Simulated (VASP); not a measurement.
Set up this calculation in VASP 6.6.1, as the native input.

```
Task                   : single point
Functional             : PBE
Potentials or basis    : VASP PAW PBE potentials, release 64 (Mo_sv, W_sv)
Cutoff                 : 520 eV
k mesh                 : 6 × 6 × 6
Occupations            : gaussian, width 0.1 eV
Spin                   : no spin polarisation
Dipole correction      : no
Further INCAR settings : ALGO = Fast; EDIFF = 1e-06; NBANDS = 28
```

The structure of MoW2 lies in POSCAR:

```
MoW2
1.0
    4.7012635406      0.0000000000      0.0000000000
   -2.3506317703      4.0714136561      0.0000000000
    0.0000000000      0.0000000000      2.5781374125
Mo W
1 2
Direct
    0.0000000000      0.0000000000      0.0000000000
    0.3333333333      0.6666666667      0.5000000000
    0.6666666667      0.3333333333      0.5000000000
```

One way to write it, as run:

INCAR

```
  ALGO = Fast
  EDIFF = 1E-6
  ENCUT = 520
  GGA = PE
  ISIF = 2
  ISMEAR = 0
  LASPH = T
  LCHARG = T
  LELF = T
  LREAL = F
  LVHAR = T
  LWAVE = F
  NBANDS = 28
  NELM = 100
  PREC = Accurate
  SIGMA = 0.1
```

KPOINTS

```
k-points
0
Gamma
  6 6 6
```

Potentials or basis: VASP PAW PBE potentials, release 64 (Mo_sv, W_sv).

The run is started by

```sh
$ cat potpaw_PBE.64/Mo_sv/POTCAR potpaw_PBE.64/W_sv/POTCAR > POTCAR
$ mpirun -np 1 vasp_std > vasp.out
```

Results of the run:

```yaml
Pressure: 0.6 GPa
Band_gap_on_the_k_mesh: zero (band 21 reaches 11.54 eV, above the bottom of band 22 at 10.60 eV)
```

Caveat: the k points lie up to 0.41 Å⁻¹ apart; spin-orbit coupling is left out, which moves the levels of the heavy elements.

It took 19 s on 1 thread of Intel(R) Xeon(R) Platinum 8559C (Emerald Rapids), on a shared host, peak memory 0.18 GiB.
